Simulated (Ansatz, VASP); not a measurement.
## One calculation of Hf, two programs

```
Hf
1.0
     3.15905    0.00000    0.00000
     1.57952    2.73581    0.00000
     0.00000    0.00000   28.49841
Hf
6
Direct
  0.66667 0.66667 0.28072
  0.00000 0.00000 0.36843
  0.66667 0.66667 0.45614
  0.00000 0.00000 0.54386
  0.66667 0.66667 0.63157
  0.00000 0.00000 0.71928
```

Alike in both runs: task single point; functional PBEsol; k mesh 12 × 12 × 1; no spin polarisation.

|  | VASP | Ansatz |
| --- | --- | --- |
| version | VASP 6.6.1 | Ansatz 0.2.0 |
| potentials or method | VASP PAW PBE potentials, release 64 (Hf_pv) | plane-wave PAW, scalar-relativistic |
| plane-wave cutoff (eV) | 520 | 420 |
| occupations | methfessel-paxton of order 1, width 0.1 eV | cold, width 0.1 eV |
| valence electrons in the cell | 60 | 156 |

Ansatz gave:

| Item | Value |
| --- | --- |
| rms of the force components (eV/Å) | 0.341 |
| work function, face that differs most (eV) | 4.50 |

Problem. Estimate VASP's values.

Solution. rms of the force components (eV/Å): 0.351; work function, face that differs most (eV): 4.49.

VASP's potentials were made for PBE, not for PBEsol, and Ansatz warns of the same on its side. Atom by atom the forces differ by 0.013 eV/Å (rms over components). VASP's potentials hold 60 valence electrons a cell and Ansatz's 156, so a difference there can come from the potentials and not from the codes.

Spin-orbit coupling is off throughout.
